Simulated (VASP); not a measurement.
Here is a VASP 6.6.1 calculation.

Contents of INCAR:

```
PREC = Accurate
ENCUT = 520
EDIFF = 1E-6
ISMEAR = -1
SIGMA = 0.02
LREAL = F
LASPH = T
NELM = 120
ALGO = Normal
ISIF = 2
LWAVE = F
LCHARG = T
GGA = PE
IVDW = 12
LELF = T
LVHAR = T
NBANDS = 49
GGA_COMPAT = F
```

File KPOINTS:

```
Automatic mesh
0
Gamma
  1 1 1
```

The input POSCAR:

```
AgH12O6F
1.0
    5.6378390000      0.0000000000      0.0000000000
    0.0000000000      5.6378390000      0.0000000000
    0.0000000000      0.0000000000      5.6378390000
O H Ag F
6 12 1 1
Direct
    0.9159537901      0.9746464913      0.7028756940
    0.1976643888      0.8590170808      0.0743902052
    0.3793120023      0.4335171685      0.2121557568
    0.1844146312      0.5048033475      0.6468790613
    0.7011374394      0.5623431247      0.8567999193
   -0.0568834974      0.2573503784      0.1735948827
    0.8216978172      0.8284202511      0.7502520026
    0.8450400943      1.0545352572      0.5610128278
    0.2782803837      0.9479163914      0.2060541282
    0.2517099194      0.6957985143      0.1122593249
    0.5070205091      0.4914826408      0.1140330542
    0.4349538892      0.2789366635      0.2899692595
    0.2481979354      0.4575157254      0.4889639452
    0.0165311567      0.4784279934      0.6303301673
    0.7809197815      0.4502434355      0.9800741029
    0.6222242246      0.4377918561      0.7543315799
    0.0999673811      0.3068728994      0.1420402392
   -0.0575043026      0.0999141692      0.1272118626
    0.3275723198      0.9331234893      0.7233800043
    0.4802194600      1.0513425445      0.3831432575
```

Potentials or basis: VASP PAW PBE potentials, release 64 (O, H, Ag, F).

Command:

```console
$ cat potpaw_PBE.64/O/POTCAR potpaw_PBE.64/H/POTCAR potpaw_PBE.64/Ag/POTCAR potpaw_PBE.64/F/POTCAR > POTCAR
$ mpirun -np 1 vasp_gam > vasp.out
```

Task: Estimate the dispersion energy per atom.

Result: -0.058 eV.

Task: Predict the largest force.

Result: 3.414 eV/Å.

Forces in eV/Å, atoms in the order of the input:
```
O   -1.115  0.045 -0.559
O    0.381 -0.392  1.099
O   -0.270 -0.057  0.328
O    0.976 -0.417 -0.522
O   -0.169 -2.455  0.452
O   -2.142  2.396  1.151
H    0.321  0.989 -0.612
H    0.067 -0.961  0.886
H    0.301 -0.107 -0.285
H   -0.466  0.145 -0.094
H    0.413  0.225 -0.419
H    0.224 -0.152 -0.149
H   -0.154  0.559  0.638
H   -0.569  0.025  0.155
H    0.240  0.709 -0.833
H    0.311  1.173  0.607
H    1.796  0.857 -0.363
H   -0.317 -2.883 -1.059
Ag   0.241  0.477 -0.801
F   -0.071 -0.175  0.380
```

Caveat: the k points lie up to 1.11 Å⁻¹ apart.
